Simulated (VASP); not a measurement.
Write the native input for VASP 6.6.1 that does the following.

```yaml
Task: electric field gradients
Functional: LDA
Potentials_or_basis: VASP PAW LDA potentials, release 64 (Hg, Te)
Cutoff: 520 eV
k_mesh: 11 × 11 × 11
Occupations: fermi-dirac, width 0.03 eV
Spin: no spin polarisation
Dipole_correction: no
Further_INCAR_settings: ALGO = Normal; EDIFF = 1e-08; NBANDS = 16
```

The structure of HgTe lies in POSCAR:

```
HgTe
1.0
    0.0000000000      3.1576958214      3.1576958214
    3.1576958214      0.0000000000      3.1576958214
    3.1576958214      3.1576958214      0.0000000000
Hg Te
1 1
Direct
    0.0000000000      0.0000000000      0.0000000000
    0.7500000000      0.7500000000      0.7500000000
```

This cell differs from its parent crystal: volume scaled by 0.94.

One way to write it, as run:

INCAR

```
PREC = Accurate ; ENCUT = 520
EDIFF = 1E-8 ; ISMEAR = -1
SIGMA = 0.03 ; LREAL = F
LASPH = T ; NELM = 60
ALGO = Normal ; ISIF = 2
LWAVE = F ; LCHARG = F
GGA = CA ; LEFG = T
NBANDS = 16
```

KPOINTS

```
regular mesh
0
Gamma
  11 11 11
```

Potentials or basis: VASP PAW LDA potentials, release 64 (Hg, Te).

Launch:

```sh
$ cat potpaw_LDA.64/Hg/POTCAR potpaw_LDA.64/Te/POTCAR > POTCAR
$ mpirun -np 1 vasp_std > vasp.out
```

It gave:

```
Pressure               : 3.4 GPa
Band gap on the k mesh : zero (filled and empty bands touch)
```

Caveat: without QUAD_EFG the Cq values of the log hold for a quadrupole moment of 1 mb, not for the nuclei; spin-orbit coupling is left out, which moves the levels of the heavy elements.

It took 77 s on 1 thread of Intel(R) Xeon(R) Platinum 8375C CPU @ 2.90GHz (Ice Lake) (shared host), peak memory 0.2 GiB.
